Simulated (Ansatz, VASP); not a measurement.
## Na in VASP and in Ansatz

The input INCAR:

```
PREC = Accurate
ENCUT = 520
EDIFF = 1E-6
ISMEAR = -1
SIGMA = 0.1
LREAL = F
LASPH = T
NELM = 100
ALGO = Normal
ISIF = 2
LWAVE = F
LCHARG = F
GGA = RP
NBANDS = 10
```

The input KPOINTS:

```
regular mesh
0
Gamma
  11 11 11
```

Contents of POSCAR:

```
Na
1.0
    0.0000000000      2.6290984034      2.6290984034
    2.6290984034      0.0000000000      2.6290984034
    2.6290984034      2.6290984034      0.0000000000
Na
1
Direct
    0.0000000000      0.0000000000      0.0000000000
```

Input for Ansatz:

```yaml
crystal:
  lattice:
    - [0.0, 2.6290984034, 2.6290984034]
    - [2.6290984034, 0.0, 2.6290984034]
    - [2.6290984034, 2.6290984034, 0.0]
  atoms:
    - { symbol: Na, position: [0.0, 0.0, 0.0] }
hamiltonian:
  xc: rpbe
  pseudopotentials:
    kind: paw
    azcp:
      Na: "pseudopotentials/Na.paw.azcp"
basis:
  ecutwfc: 420
  fft_grid_basis: typed
kpoints:
  mp_grid: { grid: [11, 11, 11], shift: [0, 0, 0] }
magnetization:
  spin_polarized: false
scf:
  occupations: { method: fermi_dirac, width: 0.1 }
  lower_state_search: "off"
output:
  stress: true
  write_density: true
  write_potential: true
  elf: true
  volumetric_format: npy
```

Alike in both runs: task single point; functional RPBE; k mesh 11 × 11 × 11; occupations fermi-dirac, width 0.1 eV; no spin polarisation.

```csv
,VASP,Ansatz
version,VASP 6.6.1,Ansatz 0.2.0
potentials or method,"VASP PAW PBE potentials, release 64 (Na_pv), cutoff 520 eV","plane waves (420 eV) with PAW, scalar-relativistic"
valence electrons in the cell,7,9
```

```csv
,VASP,Ansatz,Ansatz less VASP
pressure (GPa),0.7,0.7,-0.01
```

VASP's potentials were made for PBE, not for RPBE. VASP's potentials hold 7 valence electrons a cell and Ansatz's 9, so a difference there can come from the potentials and not from the codes.
